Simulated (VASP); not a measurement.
Set up this calculation in VASP 6.6.1, as the native input.

```yaml
Task: relaxation of cell and atoms
Functional: PBEsol
Potentials_or_basis: VASP PAW PBE potentials, release 64 (W_sv)
Cutoff: 500 eV
k_mesh: 6 × 6 × 6
Occupations: gaussian, width 0.1 eV
Spin: no spin polarisation
Dipole_correction: no
Further_INCAR_settings: ALGO = Normal; EDIFF = 1e-07; IBRION = 2; EDIFFG = -0.04; NSW = 90; ISIF = 3
```

The structure of W lies in POSCAR:

```
W
1.0
    2.5551488903      0.0000000000      0.0000000000
    0.0000000000      2.5551488903      0.0000000000
    0.0000000000      0.0000000000      2.5551488903
W
1
Direct
    0.0000000000      0.0000000000      0.0000000000
```

One way to write it, as run:

INCAR

```
ALGO     = Normal         # electronic algorithm
EDIFF    = 1E-7           # SCF threshold, eV
EDIFFG   = -0.04          # ionic threshold
ENCUT    = 500            # plane-wave cutoff, eV
GGA      = PS             # functional
GGA_COMPAT= F            
IBRION   = 2              # ionic algorithm
ISIF     = 3              # what is computed and relaxed
ISMEAR   = 0              # smearing method
LASPH    = T              # aspherical terms in the spheres
LCHARG   = F              # write CHGCAR
LREAL    = F              # projectors in reciprocal space
LWAVE    = F              # write WAVECAR
NELM     = 120            # most SCF steps
NELMIN   = 4            
NSW      = 90             # ionic steps
PREC     = Accurate       # precision mode
SIGMA    = 0.1            # smearing width, eV
```

KPOINTS

```
k-points
0
Gamma
  6 6 6
```

Potentials or basis: VASP PAW PBE potentials, release 64 (W_sv).

Command:

```console
$ cat potpaw_PBE.64/W_sv/POTCAR > POTCAR
$ mpirun -np 1 vasp_std > vasp.out
```

It gave:

```
Relaxed volume                         : 17.67 Å³/atom
Relaxed cell                           : a = 2.605 Å, b = 2.605 Å, c = 2.605 Å, α = 90.00°, β = 90.00°, γ = 90.00°
Space group after relaxing (to 0.05 Å) : Pm-3m (No. 221)
Energy gained by relaxing              : 45.3 meV/atom
Ionic steps                            : 4
Pressure after relaxing                : -0.1 GPa
Band gap on the k mesh                 : zero (band 7 reaches 11.40 eV, above the bottom of band 8 at 8.86 eV)
```

Caveat: the k points lie up to 0.40 Å⁻¹ apart in the final cell; the PAW data sets were made with another functional, which shifts forces and pressure a little; spin-orbit coupling is left out, which moves the levels of the heavy elements.

Run time: 16 s on 1 thread of Intel Xeon 8259CL, with other jobs on the host, peak memory 0.13 GiB.
